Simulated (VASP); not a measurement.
Mo, 1 atom in the cell. Symmetry: I4/mmm, No. 139, tetragonal system. Conventional cell: a = 3.142 Å, b = 3.142 Å, c = 3.393 Å, α = 90.00°, β = 90.00°, γ = 90.00°. Mo (site symmetry 4/mmm) has 14 Mo at 2.80 to 3.39 Å within 3.7 Å.  This cell differs from its parent crystal: strain +0.000 along x and y, +0.080 along z.

| Property | Result |
| --- | --- |
| Program | VASP 6.6.1 |
| Task | single point |
| Functional | PBEsol |
| Potentials or basis | VASP PAW PBE potentials, release 64 (Mo_sv) |
| Cutoff | 520 eV |
| k mesh | 22 × 22 × 22 |
| Occupations | gaussian, width 0.15 eV |
| Spin | no spin polarisation |
| Dipole correction | no |
| Further INCAR settings | ALGO = Fast; EDIFF = 1e-06; NBANDS = 13 |

Potentials or basis: VASP PAW PBE potentials, release 64 (Mo_sv).

Launch:

```bash
$ cat potpaw_PBE.64/Mo_sv/POTCAR > POTCAR
$ mpirun -np 1 vasp_std > vasp.out
```

Hardware: 1 thread of AMD EPYC 9R45 (Zen 5), with other jobs on the host.

**Question.** How long does it take, and how much memory?

**Answer.** Run time: 3.3 min on 1 thread of AMD EPYC 9R45 (Zen 5), with other jobs on the host, peak memory 0.23 GiB. Counts: scf iterations 12, k points 834.
